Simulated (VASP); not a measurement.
Write the native input for VASP 6.6.1 that does the following.

```
Task                   : single point
Functional             : PBE
Dispersion             : D3(BJ)
Potentials or basis    : VASP PAW PBE potentials, release 64 (O, H, C)
Cutoff                 : 520 eV
k mesh                 : 1 × 1 × 1
Occupations            : fermi-dirac, width 0.02 eV
Spin                   : no spin polarisation
Dipole correction      : no
Further INCAR settings : LREAL = Auto; ALGO = Normal; EDIFF = 1e-07; NBANDS = 38
```

The structure of H12CO5 lies in POSCAR:

```
H12CO5
1.0
    5.1771470000      0.0000000000      0.0000000000
    0.0000000000      4.9848280000      0.0000000000
    0.0000000000      0.0000000000      5.2149640000
O H C
5 12 1
Direct
    0.2910869635      0.9922107643      0.6744629493
    0.9043204684      0.7191421650      0.5196392535
    0.6121131967      0.6682677918      0.9507448182
    0.3309351656      0.5122343238      0.3445277858
    0.8275986755      1.1107304003     -0.0649093647
    0.4737165083      0.9302226677      0.6712606262
    0.3224749075      1.0827454829      0.5151138148
    1.0826619372      0.6540446330      0.4329272455
    1.0117348416      0.8299784867      0.6305125021
    0.7323724824      0.5288046047      0.9485971523
    0.7286252448      0.8365785138      0.9240140488
    0.4334047304      0.5344015882      0.1841623451
    0.4294450206      0.4528742015      0.4947685161
    0.9753827736      1.2615480414      0.2854094487
    0.9354379932      1.2061198501     -0.1499722721
    0.6227947555      1.2665231378      0.2091097848
    0.7968674639      0.9445260699      0.2841438599
    0.7887935189      1.1748048278      0.1875180730
```

These files were run (other wordings do the same):

INCAR

```
SYSTEM = H12CO5
ALGO = Normal
EDIFF = 1E-7
ENCUT = 520
GGA = PE
ISIF = 2
ISMEAR = -1
IVDW = 12
LASPH = .TRUE.
LCHARG = .FALSE.
LREAL = Auto
LWAVE = .FALSE.
NBANDS = 38
NELM = 60
PREC = Accurate
SIGMA = 0.02
```

KPOINTS

```
k-points
0
G
  1 1 1
  0 0 0
```

Potentials or basis: VASP PAW PBE potentials, release 64 (O, H, C).

Run with:

```sh
$ cat potpaw_PBE.64/O/POTCAR potpaw_PBE.64/H/POTCAR potpaw_PBE.64/C/POTCAR > POTCAR
$ mpirun -np 1 vasp_gam > vasp.out
```

It gave:

* Pressure: 8.9 GPa
* Largest force: 8.796 eV/Å
* Band gap on the k mesh: 4.23 eV
* Dispersion energy per atom: -0.048 eV

Caveat: the k points lie up to 1.26 Å⁻¹ apart.

It took 18 s on 1 thread of Intel(R) Xeon(R) Platinum 8488C (Sapphire Rapids), with other jobs on the host, peak memory 0.25 GiB.
